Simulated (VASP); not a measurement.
# Te2Mo in VASP: further runs

The runs below take Te2Mo through single point, with PBEsol, LDA.

All numbers are computed with VASP 6.6.1; they aren't measurements. Logs are shortened: lines on timing, memory, paths and dates and some standing lists are left out, and cuts for length are marked.

## 1. The cell of the first run

The cell holds a slab with vacuum, 6 atoms: a = 3.630 Å, b = 3.630 Å, c = 25.298 Å, α = 90.00°, β = 90.00°, γ = 120.00°.

## 2. Single point, PBEsol (volume scaled by 1.06)

File INCAR:

```
SYSTEM = Te2Mo
PREC = Accurate
ENCUT = 520
EDIFF = 1E-6
ISMEAR = -1
SIGMA = 0.05
LREAL = .False.
LASPH = .True.
NELM = 100
ALGO = Normal
ISIF = 2
LWAVE = .False.
LCHARG = .False.
GGA = PS
NBANDS = 35
```

File KPOINTS:

```
Automatic mesh
0
Gamma
  9 9 2
  0 0 0
```

File POSCAR:

```
Te2Mo
1.0
    3.6302210686      0.0000000000      0.0000000000
   -1.8151105343      3.1438636667      0.0000000000
    0.0000000000      0.0000000000     25.2978812835
Te Mo
4 2
Direct
    0.3333333333      0.6666666667      0.2236394800
    0.6666666667      0.3333333333      0.9206288600
    0.6666666667      0.3333333333      0.7763605200
    0.3333333333      0.6666666667      0.0793711400
    0.6666666667      0.3333333333      0.1515414900
    0.3333333333      0.6666666667      0.8484585100
```

Potentials or basis: VASP PAW PBE potentials, release 64 (Te, Mo_sv).

Command:

```
> cat potpaw_PBE.64/Te/POTCAR potpaw_PBE.64/Mo_sv/POTCAR > POTCAR
> mpirun -np 1 vasp_std > vasp.out
```

OUTCAR:

```text
SYSTEM = Te2Mo
   PREC = Accurate
   ENCUT = 520
   EDIFF = 1E-6
   ISMEAR = -1
   LREAL = .False.
   LASPH = .True.
   NELM = 100
   ISIF = 2
   GGA = PS

 ion  position               nearest neighbor table
   1  0.333  0.667  0.224-   5 2.78   5 2.78   5 2.78   4 3.65
   2  0.667  0.333  0.921-   6 2.78   6 2.78   6 2.78   3 3.65
   3  0.667  0.333  0.776-   6 2.78   6 2.78   6 2.78   2 3.65
   4  0.333  0.667  0.079-   5 2.78   5 2.78   5 2.78   1 3.65
   5  0.667  0.333  0.152-   1 2.78   1 2.78   1 2.78   4 2.78   4 2.78   4 2.78
   6  0.333  0.667  0.848-   3 2.78   3 2.78   3 2.78   2 2.78   2 2.78   2 2.78

  LATTYP: Found a hexagonal cell.
 ALAT       =     3.6302210686
 C/A-ratio  =     6.9686889050

  Lattice vectors:

 A1 = (   3.6302210686,   0.0000000000,   0.0000000000)
 A2 = (  -1.8151105343,   3.1438636667,   0.0000000000)
 A3 = (   0.0000000000,   0.0000000000,  25.2978812835)

Analysis of symmetry for initial positions (statically):
=====================================================================
 Subroutine PRICEL returns:
 Original cell was already a primitive cell.

 Routine SETGRP: Setting up the symmetry group for a
 hexagonal supercell.

 Subroutine GETGRP returns: Found 12 space group operations
 (whereof 12 operations were pure point group operations)
 out of a pool of 24 trial point group operations.

The static configuration has the point symmetry D_3d.

Analysis of symmetry for dynamics (positions and initial velocities):
=====================================================================
 Subroutine PRICEL returns:
 Original cell was already a primitive cell.

 Routine SETGRP: Setting up the symmetry group for a
 hexagonal supercell.

 Subroutine GETGRP returns: Found 12 space group operations
 (whereof 12 operations were pure point group operations)
 out of a pool of 24 trial point group operations.

The dynamic configuration has the point symmetry D_3d.

 Subroutine INISYM returns: Found 12 space group operations
 (whereof 12 operations are pure point group operations),
 and found     1 'primitive' translations

----------------------------------------------------------------------------------------

                                     Primitive cell

  volume of cell :     288.7227

  direct lattice vectors                    reciprocal lattice vectors
     3.630221069  0.000000000  0.000000000     0.275465318  0.159039975  0.000000000
    -1.815110534  3.143863667  0.000000000     0.000000000  0.318079951  0.000000000
     0.000000000  0.000000000 25.297881284     0.000000000  0.000000000  0.039529002

  length of vectors
     3.630221069  3.630221069 25.297881284     0.318079951  0.318079951  0.039529002

  position of ions in fractional coordinates (direct lattice)
     0.333333333  0.666666667  0.223639480
     0.666666667  0.333333333  0.920628860
     0.666666667  0.333333333  0.776360520
     0.333333333  0.666666667  0.079371140
     0.666666667  0.333333333  0.151541490
     0.333333333  0.666666667  0.848458510

  ion indices of the primitive-cell ions
   primitive index   ion index
                 1           1
                 2           2
                 3           3
                 4           4
                 5           5
                 6           6

----------------------------------------------------------------------------------------

 KPOINTS: Automatic mesh

Automatic generation of k-mesh.
 Grid dimensions read from file:
 generate k-points for:    9    9    2

 Generating k-lattice:

  Cartesian coordinates                     Fractional coordinates (reciprocal lattice)
     0.030607258  0.017671108  0.000000000     0.111111111  0.000000000  0.000000000
     0.000000000  0.035342217  0.000000000     0.000000000  0.111111111  0.000000000
     0.000000000  0.000000000  0.019764501     0.000000000  0.000000000  0.500000000

  Length of vectors
     0.035342217  0.035342217  0.019764501

  Shift w.r.t. Gamma in fractional coordinates (k-lattice)
     0.000000000  0.000000000  0.000000000

 Subroutine IBZKPT returns following result:
 ===========================================

 Found     24 irreducible k-points:

 Following reciprocal coordinates:
            Coordinates               Weight
  0.000000  0.000000  0.000000      1.000000
  0.111111  0.000000  0.000000      6.000000
  0.222222 -0.000000  0.000000      6.000000
  0.333333  0.000000  0.000000      6.000000
  0.444444 -0.000000  0.000000      6.000000
  0.111111  0.111111  0.000000      6.000000
[... 16 lines left out ...]
  0.333333  0.222222  0.500000     12.000000
  0.333333  0.333333  0.500000      2.000000
   k-points           NKPTS =     24   k-points in BZ     NKDIM =     24   number of bands    NBANDS=     35
   number of dos      NEDOS =    301   number of ions     NIONS =      6
   total plane-waves  NPLWV = 150528
   dimension x,y,z NGX =    28 NGY =   28 NGZ =  192
   dimension x,y,z NGXF=    56 NGYF=   56 NGZF=  384
   ions per type =               4   2
   NGX,Y,Z   is equivalent  to a cutoff of  12.82, 12.82, 12.62 a.u.
   NGXF,Y,Z  is equivalent  to a cutoff of  25.65, 25.65, 25.23 a.u.
 SYSTEM =  Te2Mo
   PREC   = accura    normal or accurate (medium, high low for compatibility)
   ISTART =      0    job   : 0-new  1-cont  2-samecut
   ICHARG =      2    charge: 1-file 2-atom 10-const
   ISPIN  =      1    spin polarized calculation?
   LNONCOLLINEAR =      F non collinear calculations
   LSORBIT =      F    spin-orbit coupling
   LASPH  =      T    aspherical Exc in radial PAW
   ENCUT  =  520.0 eV  38.22 Ry    6.18 a.u.   6.75  6.75 47.04*2*pi/ulx,y,z
   NELM   =    100;   NELMIN=  2; NELMDL= -5     # of ELM steps
   EDIFF  = 0.1E-05   stopping-criterion for ELM
   LREAL  =      F    real-space projection
[... 7 lines left out ...]
   TEBEG  =    0.0;   TEEND  =   0.0 temperature during run
   PSTRESS=    0.0 pullay stress
   NELECT =      52.0000    total number of electrons
   NUPDOWN=      -1.0000    fix difference up-down
   EMIN   =  10.00;   EMAX   =-10.00  energy-range for DOS
   EFERMI =   0.00;   METHOD = LEGACY
   ISMEAR =    -1;   SIGMA  =   0.05  broadening in eV -4-tet -1-fermi 0-gaus
   EFERMI_NEDOS =   21; number of points for ismear=-14 and -15
   IALGO  =     38    algorithm
   IMIX   =      4    mixing-type and parameters
     AMIX     =   0.40;   BMIX     =  1.00
     AMIX_MAG =   1.60;   BMIX_MAG =  1.00
  volume/ion in A,a.u.               =      48.12       324.73
  Fermi-wavevector in a.u.,A,eV,Ry     =   0.924519  1.747087 11.629370  0.854735
  Thomas-Fermi vector in A             =   2.050273
   LORBIT       =      0    0 simple, 1 ext, 2 COOP (PROOUT), +10 PAW based schemes
   GGA     = PS    functional components
   LHFCALC =     F    Hartree Fock is set to
   AEXX    =    0.0000 exact exchange contribution
   IVDW    =     0    specifies the selected vdW correction
   LEPSILON=     F    determine dielectric tensor
   LRPA    =     F    only Hartree local field effects (RPA)
 non-spin polarized calculation
  energy-cutoff  :      520.00
  volume of cell :      288.72
 maximum number of plane-waves:      7802
 NGX is ok and might be reduce to    28
   NGX = 13   NGY = 13   NGZ = 95

 number of electron      52.0000000 magnetization

 Free energy of the ion-electron system (eV)
  ---------------------------------------------------
  ext. energy  EPLUGINS =         0.00000000
  ---------------------------------------------------
  free energy    TOTEN  =       -38.93944507 eV

  energy without entropy =      -38.93943599  energy(sigma->0) =      -38.93944053

 E-fermi :   2.1678     XC(G=0):  -6.1970

 val. band max:        1.7042939739   @ k =   0.3333   0.3333   0.0000
 cond. band min:       2.6442934449   @ k =   0.3333   0.3333   0.0000
 fundamental gap:      0.9399994710
 Fermi energy:         2.1677793934

 k-point     1 :       0.0000    0.0000    0.0000
  band No.  band energies     occupation
      1     -58.9989      2.00000
      2     -58.9989      2.00000
      3     -33.1291      2.00000
      4     -33.1291      2.00000
      5     -33.0611      2.00000
      6     -33.0611      2.00000
[... 27 lines left out ...]
     34       4.7452      0.00000
     35       6.0018      0.00000

 k-point     2 :       0.1111    0.0000    0.0000
  band No.  band energies     occupation
      1     -58.9982      2.00000
      2     -58.9982      2.00000
      3     -33.1269      2.00000
      4     -33.1269      2.00000
      5     -33.0716      2.00000
      6     -33.0716      2.00000
[... 27 lines left out ...]
     34       4.6428      0.00000
     35       6.2695      0.00000

 k-point     3 :       0.2222   -0.0000    0.0000
  band No.  band energies     occupation
      1     -58.9964      2.00000
      2     -58.9964      2.00000
      3     -33.1212      2.00000
      4     -33.1212      2.00000
      5     -33.0982      2.00000
      6     -33.0982      2.00000
[... 27 lines left out ...]
     34       4.8983      0.00000
     35       6.7694      0.00000

 k-point     4 :       0.3333    0.0000    0.0000
  band No.  band energies     occupation
      1     -58.9944      2.00000
      2     -58.9944      2.00000
      3     -33.1282      2.00000
      4     -33.1282      2.00000
      5     -33.1148      2.00000
      6     -33.1148      2.00000
[... 27 lines left out ...]
     34       5.0745      0.00000
     35       6.8292      0.00000

 k-point     5 :       0.4444   -0.0000    0.0000
  band No.  band energies     occupation
      1     -58.9931      2.00000
      2     -58.9931      2.00000
      3     -33.1477      2.00000
      4     -33.1477      2.00000
      5     -33.1106      2.00000
      6     -33.1106      2.00000
[... 638 lines left out ...]
 k-point    22 :       0.2222    0.2222    0.5000
  band No.  band energies     occupation
      1     -58.9935      2.00000
      2     -58.9935      2.00000
      3     -33.1301      2.00000
      4     -33.1301      2.00000
      5     -33.1120      2.00000
      6     -33.1120      2.00000
[... 27 lines left out ...]
     34       5.1770      0.00000
     35       7.1930      0.00000

 k-point    23 :       0.3333    0.2222    0.5000
  band No.  band energies     occupation
      1     -58.9925      2.00000
      2     -58.9925      2.00000
      3     -33.1373      2.00000
      4     -33.1373      2.00000
      5     -33.1088      2.00000
      6     -33.1088      2.00000
[... 27 lines left out ...]
     34       5.3108      0.00000
     35       6.2701      0.00000

 k-point    24 :       0.3333    0.3333    0.5000
  band No.  band energies     occupation
      1     -58.9921      2.00000
      2     -58.9921      2.00000
      3     -33.1290      2.00000
      4     -33.1290      2.00000
      5     -33.1175      2.00000
      6     -33.1175      2.00000
[... 27 lines left out ...]
     34       5.3249      0.00000
     35       6.3468      0.00000

------------------------ aborting loop because EDIFF is reached ----------------------------------------

  FORCE on cell =-STRESS in cart. coord.  units (eV):
  Direction    XX          YY          ZZ          XY          YZ          ZX
  --------------------------------------------------------------------------------------
  -------------------------------------------------------------------------------------
  Total       -7.5685855     -7.5685855     -6.7826461     -0.0000000      0.0000000     -0.0000000
  in kB      -41.9995245    -41.9995245    -37.6381973     -0.0000000      0.0000000     -0.0000000
  external PRESSURE =     -40.5457488 kB  Pullay stress =       0.0000000 kB

 VOLUME and BASIS-vectors are now :
 -----------------------------------------------------------------------------
  energy-cutoff  :      520.00
  volume of cell :      288.72
      direct lattice vectors                 reciprocal lattice vectors
     3.630221069  0.000000000  0.000000000     0.275465318  0.159039975  0.000000000
    -1.815110534  3.143863667  0.000000000     0.000000000  0.318079951  0.000000000
     0.000000000  0.000000000 25.297881284     0.000000000  0.000000000  0.039529002

 POSITION                                       TOTAL-FORCE (eV/Angst)
 -----------------------------------------------------------------------------------
     -0.00000      2.09591      5.65761         0.000000     -0.000000     -0.884776
      1.81511      1.04795     23.28996         0.000000      0.000000     -0.819255
      1.81511      1.04795     19.64028         0.000000      0.000000      0.884776
     -0.00000      2.09591      2.00792         0.000000     -0.000000      0.819255
      1.81511      1.04795      3.83368         0.000000     -0.000000     -0.005260
     -0.00000      2.09591     21.46420        -0.000000      0.000000      0.005260
 -----------------------------------------------------------------------------------
    total drift:                                0.000000      0.000000      0.000000

  FREE ENERGIE OF THE ION-ELECTRON SYSTEM (eV)
  ---------------------------------------------------
  free  energy   TOTEN  =       -38.9394450722 eV

  energy  without entropy=      -38.9394359882  energy(sigma->0) =      -38.93944053
```

Run time: 11 min. Hardware: 1 thread of Intel Xeon 8259CL, shared host; peak memory 0.52 GiB.

Results:

| Property | Result |
| --- | --- |
| Free energy | -38.9394 eV |
| Largest force | 0.885 eV/Å |
| Band gap on the k mesh | 0.94 eV, direct |

Forces in eV/Å, atoms in the order of the input:
```
Te   0.000  0.000 -0.885
Te   0.000  0.000 -0.819
Te   0.000  0.000  0.885
Te   0.000  0.000  0.819
Mo   0.000  0.000 -0.005
Mo   0.000  0.000  0.005
```

Levels at points of the mesh, in eV from the valence-band top:
```tsv
k point	band 22	band 23	band 24	band 25	band 26	band 27	band 28	band 29	band 30	band 31
(0.00, 0.00, 0.00)	-0.90	-0.89	-0.89	-0.46	-0.13	2.77	2.77	2.79	2.79	3.00
(0.00, 0.00, 0.50)	-0.90	-0.89	-0.89	-0.46	-0.13	2.77	2.77	2.79	2.79	3.00
```

Caveat: the PAW data sets were made with another functional, which shifts forces and pressure a little; spin-orbit coupling is left out, which moves the levels of the heavy elements.

## 3. Single point, LDA (volume scaled by 0.94)

File INCAR:

```
SYSTEM = Te2Mo
PREC     = Accurate       ! precision mode
ENCUT    = 520            ! plane-wave cutoff, eV
EDIFF    = 1E-6           ! SCF threshold, eV
ISMEAR   = -1             ! smearing method
SIGMA    = 0.05           ! smearing width, eV
LREAL    = .False.        ! projectors in reciprocal space
LASPH    = .True.         ! aspherical terms in the spheres
NELM     = 100            ! most SCF steps
ALGO     = Normal         ! electronic algorithm
ISIF     = 2              ! what is computed and relaxed
LWAVE    = .False.        ! write WAVECAR
LCHARG   = .True.         ! write CHGCAR
LELF     = .True.         ! ELF
LVHAR    = .True.       
NBANDS   = 35             ! bands
```

KPOINTS is that of step 2.

Changes to POSCAR since step 2:

```diff
@@ -2,5 +2,5 @@
 1.0
-    3.6302210686      0.0000000000      0.0000000000
-   -1.8151105343      3.1438636667      0.0000000000
-    0.0000000000      0.0000000000     25.2978812835
+    3.4877102878      0.0000000000      0.0000000000
+   -1.7438551439      3.0204457102      0.0000000000
+    0.0000000000      0.0000000000     24.3047679867
 Te Mo
```

Potentials or basis: VASP PAW LDA potentials, release 64 (Te, Mo_sv).

Command:

```
> cat potpaw_LDA.64/Te/POTCAR potpaw_LDA.64/Mo_sv/POTCAR > POTCAR
> mpirun -np 1 vasp_std > vasp.out
```

OUTCAR:

```text
SYSTEM = Te2Mo
   PREC = Accurate
   ENCUT = 520
   EDIFF = 1E-6
   ISMEAR = -1
   LREAL = .False.
   LASPH = .True.
   NELM = 100
   ISIF = 2

 ion  position               nearest neighbor table
   1  0.333  0.667  0.224-   5 2.67   5 2.67   5 2.67   4 3.51
   2  0.667  0.333  0.921-   6 2.67   6 2.67   6 2.67   3 3.51
   3  0.667  0.333  0.776-   6 2.67   6 2.67   6 2.67   2 3.51
   4  0.333  0.667  0.079-   5 2.67   5 2.67   5 2.67   1 3.51
   5  0.667  0.333  0.152-   1 2.67   1 2.67   1 2.67   4 2.67   4 2.67   4 2.67
[... 1117 lines left out ...]
  -------------------------------------------------------------------------------------
  Total        0.7543009      0.7543009      3.6119435      0.0000000      0.0000000     -0.0000000
  in kB        4.7201118      4.7201118     22.6020905      0.0000000      0.0000000     -0.0000000
  external PRESSURE =      10.6807714 kB  Pullay stress =       0.0000000 kB

 VOLUME and BASIS-vectors are now :
 -----------------------------------------------------------------------------
  energy-cutoff  :      520.00
  volume of cell :      256.04
      direct lattice vectors                 reciprocal lattice vectors
     3.487710288  0.000000000  0.000000000     0.286721063  0.165538483  0.000000000
    -1.743855144  3.020445710  0.000000000     0.000000000  0.331076965  0.000000000
     0.000000000  0.000000000 24.304767987     0.000000000  0.000000000  0.041144190

 POSITION                                       TOTAL-FORCE (eV/Angst)
 -----------------------------------------------------------------------------------
     -0.00000      2.01363      5.43551        -0.000000     -0.000000      0.581511
      1.74386      1.00682     22.37567        -0.000000     -0.000000      0.679659
      1.74386      1.00682     18.86926        -0.000000      0.000000     -0.581511
     -0.00000      2.01363      1.92910        -0.000000      0.000000     -0.679659
      1.74386      1.00682      3.68318         0.000000      0.000000     -0.007740
     -0.00000      2.01363     20.62159         0.000000      0.000000      0.007740
 -----------------------------------------------------------------------------------
    total drift:                                0.000000      0.000000      0.000000

  FREE ENERGIE OF THE ION-ELECTRON SYSTEM (eV)
  ---------------------------------------------------
  free  energy   TOTEN  =       -41.0137186045 eV

  energy  without entropy=      -41.0137166518  energy(sigma->0) =      -41.01371763
```

OSZICAR:

```text
N       E                     dE             d eps       ncg     rms          rms(c)
DAV:   1     0.394874748085E+03    0.39487E+03   -0.25879E+04  2024   0.124E+03
DAV:   2    -0.175460704439E+02   -0.41242E+03   -0.39948E+03  2125   0.293E+02
DAV:   3    -0.415209960325E+02   -0.23975E+02   -0.23576E+02  2077   0.625E+01
[... 15 lines left out ...]
DAV:  19    -0.410136737105E+02   -0.59418E-04   -0.42803E-06  1522   0.100E-02    0.119E-02
DAV:  20    -0.410137048915E+02   -0.31181E-04   -0.17632E-06  1461   0.465E-03    0.126E-02
DAV:  21    -0.410137159737E+02   -0.11082E-04   -0.66309E-07  1299   0.359E-03    0.461E-03
DAV:  22    -0.410137179021E+02   -0.19284E-05   -0.10733E-07  1114   0.116E-03    0.229E-03
DAV:  23    -0.410137186045E+02   -0.70240E-06   -0.47354E-08  1034   0.728E-04
   1 F= -.41013719E+02 E0= -.41013718E+02  d E =-.195270E-05
```

Run time: 4.1 min. Hardware: 1 thread of Intel Xeon 6975P-C (Granite Rapids), shared host; peak memory 0.41 GiB.

What came out:

```yaml
Free_energy: -41.0137 eV
Largest_force: 0.680 eV/Å
Band_gap_on_the_k_mesh: 1.11 eV, direct
```

Forces on the atoms (eV/Å):
```
Te   0.000  0.000  0.582
Te   0.000  0.000  0.680
Te   0.000  0.000 -0.582
Te   0.000  0.000 -0.680
Mo   0.000  0.000 -0.008
Mo   0.000  0.000  0.008
```

Caveat: spin-orbit coupling is left out, which moves the levels of the heavy elements.
